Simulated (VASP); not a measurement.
Write the native input for VASP 6.6.1 that does the following.

- Task: single point
- Functional: PBEsol
- Potentials or basis: VASP PAW PBE potentials, release 64 (Co, Al, N)
- Cutoff: 450 eV
- k mesh: 3 × 3 × 2
- Occupations: gaussian, width 0.03 eV
- Spin: collinear spin, zero start
- Hubbard terms: Co d U = 4 eV
- Dq: 0
- Further INCAR settings: LREAL = Auto; ALGO = Normal; EDIFF = 1e-05; ISYM = 0

The structure of Al15CoN16 (a cell with a defect) lies in POSCAR:

```
Al15CoN16                               
1.0
    6.2200008610      0.0000000000      0.0000000000
   -3.1100004305      5.3866787572      0.0000000000
    0.0000000000      0.0000000000      9.9600000000
  Co              Al              N             
     1    15    16
Direct
     0.3341517704270011    0.1675337091565167    0.9986268575881685
     0.3333084205418342    0.1669409530537067    0.5008806357173993
     0.3379363147255389    0.6693135799170372    0.0024218680270976
     0.3339510972662337    0.6672380686215328    0.5003196588738066
     0.8339641960547760    0.1667853494807151    0.0019484193520286
     0.8339330870549705    0.1673855103684704    0.5003312334834322
     0.8342314921492290    0.6683784441478363    0.0017895668474089
     0.8342520243798512    0.6671848218070588    0.5001564605361865
     0.1648748101367810    0.3340946711668045    0.2496547545218947
     0.1686994961582306    0.3349962916813758    0.7516404109015153
     0.1653376916738098    0.8314039225744122    0.2493641839637951
     0.1685412995839319    0.8349688506858706    0.7515779124570001
     0.6649173311513612    0.3330972424968844    0.2489071407626827
     0.6687183504741792    0.3347287670578568    0.7509344471382082
     0.6671729768200897    0.8339379434412779    0.2516722080886704
     0.6680690483235984    0.8345314823067134    0.7506633865152035
     0.3277874094302373    0.1642741506264317    0.1902472888702413
     0.3346878730759592    0.1679867412414150    0.6920537909661256
     0.3347035766419281    0.6674185241787787    0.1926567685859928
     0.3345814263270291    0.6680694082177884    0.6914421200053485
     0.8317354611161482    0.1666423547430849    0.1923599254042243
     0.8352970110464106    0.1678571964727196    0.6913888731629833
     0.8320939939190466    0.6662934967801724    0.1922666274869010
     0.8352132861333771    0.6681279868546343    0.6912178275518631
     0.1672672189404861    0.3336686468383359    0.4409577166814423
     0.1670038057008919    0.3386334583756991    0.9435241307608662
     0.1676393802437668    0.8342918830474004    0.4406750349526277
     0.1672322010233522    0.8292054602514415    0.9432608251694683
     0.6656548040765845    0.3331267747808290    0.4404918619409739
     0.6756944291200940    0.3383775572267105    0.9404437720353233
     0.6674764723178163    0.8339956720128683    0.4421431643083005
     0.6693722439654421    0.8350950803876006    0.9415631273428269
```

One way to write it, as run:

INCAR

```
PREC = Accurate ; ENCUT = 450
EDIFF = 1E-5 ; ISMEAR = 0
SIGMA = 0.03 ; LREAL = Auto
LASPH = True ; NELM = 120
ALGO = Normal ; ISIF = 2
LWAVE = False ; LCHARG = False
ISPIN = 2 ; MAGMOM = 0.01 0 0 0 0 0 0 0 0 0 0 0 0 0 0 0 0 0 0 0 0 0 0 0 0 0 0 0 0 0 0 0
LORBIT = 11 ; LMAXMIX = 4
LDAU = True ; LDAUTYPE = 2
LDAUL = 2 -1 -1 ; LDAUU = 4 0 0
LDAUJ = 0 0 0 ; LDAUPRINT = 1
GGA = PS ; ISYM = 0
KPAR = 4
```

KPOINTS

```
Automatic mesh
0
Gamma
  3 3 2
```

Potentials or basis: VASP PAW PBE potentials, release 64 (Co, Al, N).

Command:

```console
$ cat potpaw_PBE.64/Co/POTCAR potpaw_PBE.64/Al/POTCAR potpaw_PBE.64/N/POTCAR > POTCAR
$ mpirun -np 4 vasp_std > vasp.out
```

It gave:

```yaml
Largest_force: 0.304 eV/Å
Net_moment: 0.62 μB per cell
Site_moments: Co +0.62; Al +0.00, -0.00 (each value once); N -0.04, +0.00, -0.00, -0.02, -0.01 (each value once) μB
Valence_electrons_inside_the_program's_atomic_spheres: Co 8.36; Al 0.81, 0.82 (each value once); N 3.79, 3.83, 3.85, 3.84, 3.80 (each value once)
```

Caveat: the k points lie up to 0.39 Å⁻¹ apart; the PAW data sets were made with another functional, which shifts forces and pressure a little.

Wall time 12 min on 4 MPI ranks on Intel(R) Xeon(R) 6975P-C (Granite Rapids) (shared host), peak memory 0.71 GiB a rank.
